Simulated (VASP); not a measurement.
# TiSi16 (a cell with a defect) in VASP: further runs, part 3 of 3

VASP 6.6.1.

### Step 4. Single point, PBEsol

Input file INCAR:

```
  PREC = Accurate
  ENCUT = 520
  EDIFF = 1E-6
  ISMEAR = -1
  SIGMA = 0.05
  LREAL = Auto
  LASPH = T
  NELM = 60
  ALGO = Normal
  ISIF = 2
  LWAVE = F
  LCHARG = F
  GGA = PS
  NBANDS = 52
```

Input file KPOINTS:

```
Automatic mesh
0
Gamma
  2 2 2
```

Input file POSCAR:

```
TiSi16
1.0
    0.0000000000      5.4300000000      5.4300000000
    5.4300000000      0.0000000000      5.4300000000
    5.4300000000      5.4300000000      0.0000000000
Si Ti
16 1
Direct
   -0.0135569982     -0.0134008287      0.0285310313
    0.1243045120      0.1243658379      0.1284295580
    0.0087015654      0.0077566298      0.5040209024
    0.1107534070      0.1099128913      0.6598357274
    0.0047717311      0.4980139042     -0.0123796501
    0.1242612339      0.6112231123      0.1285522099
    0.0084114180      0.4702976059      0.5040123389
    0.1446205341      0.6153354512      0.6150595764
    0.4979520258      0.0048538674     -0.0123096685
    0.6111484346      0.1243721915      0.1285965009
    0.4711856354      0.0076872928      0.5040353591
    0.6162985267      0.1437095764      0.6151184162
    0.4978777164      0.4979856354     -0.0121596685
    0.6341200737      0.6341957643      0.0860707182
    0.5114716390      0.5106081031      0.4577780847
    0.6162763352      0.6155757827      0.6152936464
    0.8509802947      0.8500907919      0.4393668508
```

Potentials or basis: VASP PAW PBE potentials, release 64 (Si, Ti_sv).

Started as:

```bash
$ cat potpaw_PBE.64/Si/POTCAR potpaw_PBE.64/Ti_sv/POTCAR > POTCAR
$ mpirun -np 1 vasp_std > vasp.out
```

OUTCAR:

```text
PREC = Accurate
   ENCUT = 520
   EDIFF = 1E-6
   ISMEAR = -1
   LREAL = Auto
   LASPH = T
   NELM = 60
   ISIF = 2
   GGA = PS

 ion  position               nearest neighbor table
   1  0.986  0.987  0.029-   4 2.31  10 2.36   6 2.36   2 2.36  17 2.58
   2  0.124  0.124  0.128-   9 2.35   5 2.35   3 2.36   1 2.36  17 2.99
   3  0.009  0.008  0.504-   4 2.27   2 2.36  17 2.42  12 2.46   8 2.46
   4  0.111  0.110  0.660-   3 2.27   7 2.27  11 2.27   1 2.31
   5  0.005  0.498  0.988-  14 2.33   8 2.34   6 2.35   2 2.35
   6  0.124  0.611  0.129-  13 2.35   5 2.35   7 2.36   1 2.36  17 3.00
   7  0.008  0.470  0.504-   4 2.27   6 2.36  17 2.42  16 2.46   8 2.46
   8  0.145  0.615  0.615-  15 2.31   5 2.34   7 2.46   3 2.46  17 2.59
   9  0.498  0.005  0.988-  14 2.33  12 2.34  10 2.35   2 2.35
  10  0.611  0.124  0.129-  13 2.35   9 2.35  11 2.36   1 2.36  17 3.00
  11  0.471  0.008  0.504-   4 2.27  10 2.36  17 2.42  16 2.46  12 2.46
  12  0.616  0.144  0.615-  15 2.31   9 2.34  11 2.46   3 2.46  17 2.59
  13  0.498  0.498  0.988-  14 2.33  16 2.34  10 2.35   6 2.35
  14  0.634  0.634  0.086-   5 2.33   9 2.33  13 2.33  15 2.33
  15  0.511  0.511  0.458-   8 2.31  12 2.31  16 2.31  14 2.33
  16  0.616  0.616  0.615-  15 2.31  13 2.34  11 2.46   7 2.46  17 2.59
[... 209 lines left out ...]
      2     -26.2599      2.00000
      3     -26.2306      2.00000
      4     -26.2279      2.00000
      5      -5.7683      2.00000
      6      -3.5535      2.00000
[... 413 lines left out ...]
     49       9.7894      0.00000
     50      10.3882      0.00000
 [bands above 50 left out]

------------------------ aborting loop because EDIFF is reached ----------------------------------------

  FORCE on cell =-STRESS in cart. coord.  units (eV):
  Direction    XX          YY          ZZ          XY          YZ          ZX
  --------------------------------------------------------------------------------------
  -------------------------------------------------------------------------------------
  Total        4.5355285      4.5092107      4.6007404     -0.6255847      0.5886626      0.5810936
  in kB       22.6938930     22.5622092     23.0201857     -3.1301647      2.9454221      2.9075498
  external PRESSURE =      22.7587626 kB  Pullay stress =       0.0000000 kB

 VOLUME and BASIS-vectors are now :
 -----------------------------------------------------------------------------
  energy-cutoff  :      520.00
  volume of cell :      320.21
      direct lattice vectors                 reciprocal lattice vectors
     0.000000000  5.430000000  5.430000000    -0.092081031  0.092081031  0.092081031
     5.430000000  0.000000000  5.430000000     0.092081031 -0.092081031  0.092081031
     5.430000000  5.430000000  0.000000000     0.092081031  0.092081031 -0.092081031

 POSITION                                       TOTAL-FORCE (eV/Angst)
 -----------------------------------------------------------------------------------
      5.51216      5.51131     10.71362        -0.014503     -0.014384      0.013104
      1.37268      1.37235      1.35028         0.128098      0.129208     -0.014675
      2.77895      2.78408      0.08937         0.082203      0.079316     -0.323663
      4.17973      4.18430      1.19822         0.083422      0.088025     -0.055048
      8.06699      5.38869      2.73013         0.062309      0.037205     -0.055985
      4.01698      1.37278      3.99368         0.019873      0.119985     -0.114551
[... 9 lines left out ...]
      6.68362      6.68743      6.68896         0.092037      0.092373      0.059444
      7.00175      7.00659      9.23682        -1.238309     -1.235627      1.255147
 -----------------------------------------------------------------------------------
    total drift:                                0.000960      0.004644     -0.002902

  FREE ENERGIE OF THE ION-ELECTRON SYSTEM (eV)
  ---------------------------------------------------
  free  energy   TOTEN  =       -97.7833476391 eV

  energy  without entropy=      -97.6910662858  energy(sigma->0) =      -97.73720696
```

OSZICAR:

```text
N       E                     dE             d eps       ncg     rms          rms(c)
DAV:   1     0.340323685703E+03    0.34032E+03   -0.30807E+04   840   0.126E+03
DAV:   2    -0.625623940028E+02   -0.40289E+03   -0.38447E+03   960   0.247E+02
DAV:   3    -0.984699758306E+02   -0.35908E+02   -0.34798E+02  1192   0.669E+01
DAV:   4    -0.101106929744E+03   -0.26370E+01   -0.26046E+01  1288   0.159E+01
DAV:   5    -0.101168811265E+03   -0.61882E-01   -0.61656E-01  1024   0.237E+00    0.190E+01
DAV:   6    -0.100587125042E+03    0.58169E+00   -0.18907E+01  1144   0.212E+01    0.164E+01
DAV:   7    -0.986832046621E+02    0.19039E+01   -0.26362E+01  1132   0.261E+01    0.971E+00
DAV:   8    -0.978877295926E+02    0.79548E+00   -0.17463E+00  1012   0.593E+00    0.296E+00
DAV:   9    -0.977837724510E+02    0.10396E+00   -0.46822E-01  1288   0.280E+00    0.635E-01
DAV:  10    -0.977829697099E+02    0.80274E-03   -0.23046E-02  1064   0.563E-01    0.437E-01
DAV:  11    -0.977835543434E+02   -0.58463E-03   -0.63320E-03  1032   0.355E-01    0.240E-01
DAV:  12    -0.977833386187E+02    0.21572E-03   -0.14427E-03  1048   0.197E-01    0.683E-02
DAV:  13    -0.977833462235E+02   -0.76049E-05   -0.18380E-04  1048   0.601E-02    0.203E-02
DAV:  14    -0.977833472880E+02   -0.10644E-05   -0.23781E-05   984   0.179E-02    0.883E-03
DAV:  15    -0.977833476391E+02   -0.35116E-06   -0.29804E-06   824   0.803E-03
   1 F= -.97783348E+02 E0= -.97737207E+02  d E =-.922814E-01
```

Wall time 2.3 min (1 thread of Intel Xeon 6975P-C (Granite Rapids), shared host); peak memory 0.49 GiB.

Results:

```
Free energy            : -97.7833 eV
Pressure               : 2.3 GPa
Largest force          : 2.153 eV/Å
Band gap on the k mesh : zero (bands 38 and 39 overlap by 0.27 eV)
```

Forces on the atoms (eV/Å):
```
Si  -0.015 -0.014  0.013
Si   0.128  0.129 -0.015
Si   0.082  0.079 -0.324
Si   0.083  0.088 -0.055
Si   0.062  0.037 -0.056
Si   0.020  0.120 -0.115
Si   0.294  0.114 -0.116
Si   0.119 -0.087 -0.117
Si   0.035  0.065 -0.056
Si   0.116  0.022 -0.112
Si   0.120  0.288 -0.121
Si  -0.082  0.114 -0.113
Si   0.066  0.068 -0.031
Si   0.067  0.067 -0.068
Si   0.051  0.053 -0.030
Si   0.092  0.092  0.059
Ti  -1.238 -1.236  1.255
```

Stress tensor (GPa, compression positive):
```
 2.27 -0.31  0.29
-0.31  2.26  0.29
 0.29  0.29  2.30
```

Levels at points of the mesh, in eV from the Fermi level:
```
           k point  band 35  band 36  band 37  band 38  band 39  band 40
(0.00, 0.00, 0.00)    -1.04    -0.71    -0.57    -0.25    -0.25    -0.06
(0.50, 0.00, 0.00)    -1.27    -1.27    -0.16     0.02     0.13     0.43
(0.00, 0.50, 0.00)    -1.27    -1.27    -0.16     0.02     0.13     0.43
(0.00, 0.00, 0.50)    -1.28    -1.27    -0.24    -0.12    -0.11     0.66
(0.50, 0.50, 0.50)    -1.27    -1.27    -0.15     0.02     0.12     0.43
(0.50, 0.50, 0.00)    -1.87    -1.75    -0.40     0.01     0.42     0.85
(0.00, 0.50, 0.50)    -1.87    -1.75    -0.40     0.01     0.42     0.85
(0.50, 0.00, 0.50)    -1.87    -1.74    -0.40     0.01     0.42     0.85
```

Caveat: the k points lie up to 0.50 Å⁻¹ apart; the PAW data sets were made with another functional, which shifts forces and pressure a little.

### Step 5. Single point, PBEsol

Input file INCAR:

```
ALGO = Normal ; EDIFF = 1E-7
ENCUT = 520 ; GGA = PS
ISIF = 2 ; ISMEAR = -1
LASPH = True ; LCHARG = False
LREAL = Auto ; LWAVE = False
NBANDS = 52 ; NELM = 100
PREC = Accurate ; SIGMA = 0.05
```

Input file KPOINTS:

```
k-points
0
Gamma
  2 2 2
```

Input file POSCAR:

```
TiSi16
1.0
    0.0000000000      5.4300000000      5.4300000000
    5.4300000000      0.0000000000      5.4300000000
    5.4300000000      5.4300000000      0.0000000000
Si Ti
16 1
Direct
   -0.0070011050     -0.0070600368      0.0077388582
    0.1242546961      0.1241224678      0.1276377532
    0.0024973297      0.0016006446      0.5064431860
    0.1148078269      0.1139590239      0.6457761510
    0.0001651934      0.4974626151     -0.0080782689
    0.1240761510      0.6109000921      0.1279140884
    0.0022883978      0.4779318600      0.5066707182
    0.1360867403      0.6172561694      0.6179200737
    0.4976163904      0.0000705341     -0.0080130755
    0.6110809392      0.1239197974      0.1280277164
    0.4788127993      0.0015150092      0.5067601289
    0.6181705341      0.1352946593      0.6179707182
    0.4974593923      0.4973034070     -0.0078671271
    0.6296419890      0.6295434622      0.0982627993
    0.5068832413      0.5060740331      0.4695112339
    0.6179360037      0.6171437385      0.6180984346
    0.8661987109      0.8654804788      0.3910850829
```

Started as:

```bash
$ cat potpaw_PBE.64/Si/POTCAR potpaw_PBE.64/Ti_sv/POTCAR > POTCAR
$ mpirun -np 1 vasp_std > vasp.out
```

Wall time 7.5 min (1 thread of Intel Xeon 8259CL, shared host); peak memory 0.51 GiB.

The run converged. Its results:

```yaml
Free_energy: -98.3135 eV
Pressure: 2.0 GPa
Largest_force: 0.363 eV/Å
Band_gap_on_the_k_mesh: zero (bands 38 and 39 overlap by 0.33 eV)
```

Forces in eV/Å, atoms in the order of the input:
```
Si  -0.093 -0.090  0.096
Si   0.010  0.011 -0.007
Si  -0.010 -0.014 -0.095
Si  -0.055 -0.052  0.055
Si   0.037  0.012 -0.031
Si   0.012  0.011 -0.007
Si   0.091 -0.006  0.003
Si   0.043 -0.029 -0.043
Si   0.011  0.039 -0.031
Si   0.009  0.013 -0.007
Si   0.001  0.086 -0.005
Si  -0.025  0.042 -0.041
Si   0.040  0.042 -0.009
Si   0.053  0.054 -0.053
Si   0.049  0.049 -0.058
Si   0.038  0.037  0.023
Ti  -0.212 -0.206  0.211
```

Levels at points of the mesh, in eV from the Fermi level:
```tsv
k point	band 35	band 36	band 37	band 38	band 39	band 40	band 41	band 42
(0.00, 0.00, 0.00)	-0.94	-0.94	-0.44	-0.32	-0.31	-0.08	-0.08	0.23
(0.50, 0.00, 0.00)	-1.29	-1.25	-0.22	0.01	0.20	0.41	0.50	0.77
(0.00, 0.50, 0.00)	-1.29	-1.25	-0.22	0.01	0.20	0.40	0.50	0.77
(0.00, 0.00, 0.50)	-1.27	-1.27	-0.31	-0.04	-0.04	0.52	0.53	0.93
(0.50, 0.50, 0.50)	-1.29	-1.25	-0.22	0.01	0.20	0.40	0.50	0.77
(0.50, 0.50, 0.00)	-1.90	-1.78	-0.65	-0.01	0.57	0.68	1.11	1.34
(0.00, 0.50, 0.50)	-1.90	-1.78	-0.65	-0.01	0.57	0.68	1.11	1.34
(0.50, 0.00, 0.50)	-1.90	-1.77	-0.65	-0.01	0.57	0.68	1.11	1.34
```

Caveat: the k points lie up to 0.50 Å⁻¹ apart; the PAW data sets were made with another functional, which shifts forces and pressure a little.

### Step 6. Overview

| cell | gap on the mesh (eV) | pressure (GPa) | largest force (eV/Å) |
| --- | --- | --- | --- |
| as given, atomic positions A | none | 3.5 | 1.80 |
| as given, atomic positions B | none | 3.4 | 1.83 |
| as given, atomic positions C | none | 2.3 | 2.15 |
| as given, atomic positions D | none | 2.0 | 0.36 |

Alike in all rows: task single point; level PBEsol; potentials or basis VASP PAW PBE potentials, release 64 (Si, Ti_sv); no spin polarisation; k mesh 2 × 2 × 2; cutoff (eV) 520; smearing fermi-dirac 0.05 eV.

Caveats: all runs use coarse meshes; the PAW data sets were made with another functional, which shifts forces and pressure a little.

Absolute energies hang on the potentials; compare differences alone.
